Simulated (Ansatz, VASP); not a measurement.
**One calculation of Hg, two programs**

POSCAR

```
Hg
1.0
    1.8778599936      1.0841829728      2.1547276236
   -1.8778599936      1.0841829728      2.1547276236
    0.0000000000     -2.1683659456      2.1547276235
Hg
1
Direct
    0.0000000000      0.0000000000      0.0000000000
```

The input INCAR.step1:

```
ALGO = Normal
EDIFF = 1E-4
ENCUT = 520
GGA = PE
ISMEAR = 1
LASPH = T
LCHARG = F
LREAL = F
LWAVE = T
NBANDS = 12
NELM = 60
PREC = Accurate
SIGMA = 0.3
```

The input INCAR.step2:

```
ALGO = Normal
EDIFF = 1E-7
ENCUT = 520
ISIF = 2
ISMEAR = 1
ISTART = 1
LASPH = T
LCHARG = F
LMIXTAU = T
LREAL = F
LWAVE = F
METAGGA = R2SCAN
NBANDS = 12
NELM = 60
PREC = Accurate
SIGMA = 0.3
```

File KPOINTS:

```
k-points
0
Gamma
  11 11 11
```

Input for Ansatz:

```yaml
crystal:
  lattice:
    - [1.8778599936, 1.0841829728, 2.1547276236]
    - [-1.8778599936, 1.0841829728, 2.1547276236]
    - [0.0, -2.1683659456, 2.1547276235]
  atoms:
    - { symbol: Hg, position: [0.0, 0.0, 0.0] }
hamiltonian:
  xc: r2scan
  pseudopotentials:
    kind: paw
    azcp:
      Hg: "pseudopotentials/Hg.paw.azcp"
basis:
  ecutwfc: 500
  fft_grid_basis: typed
kpoints:
  mp_grid: { grid: [11, 11, 11], shift: [0, 0, 0] }
magnetization:
  spin_polarized: false
scf:
  occupations: { method: methfessel_paxton, width: 0.3 }
  lower_state_search: "off"
output:
  stress: true
```

Alike in both runs: task single point; functional r2SCAN; k mesh 11 × 11 × 11; occupations methfessel-paxton of order 1, width 0.3 eV; no spin polarisation.

|  | VASP | Ansatz |
| --- | --- | --- |
| version | VASP 6.6.1 | Ansatz 0.2.0 |
| potentials or method | VASP PAW PBE potentials, release 64 (Hg), cutoff 520 eV | plane waves (500 eV) with PAW, scalar-relativistic |
| valence electrons in the cell | 12 | 20 |

VASP gave:

- pressure (GPa): 0.4
- traceless stress, the component that is largest in VASP (GPa): 0.16

Task: What did Ansatz give for the same quantities?

Result: Pressure (GPa): 0.0; traceless stress, the component that is largest in VASP (GPa): 0.03.

VASP's potentials were made for PBE, not for r2SCAN. The functional is the same, so the differences come from potentials, cutoffs and numerics. VASP's potentials hold 12 valence electrons a cell and Ansatz's 20, so a difference there can come from the potentials and not from the codes.

Neither program's run includes spin-orbit coupling.
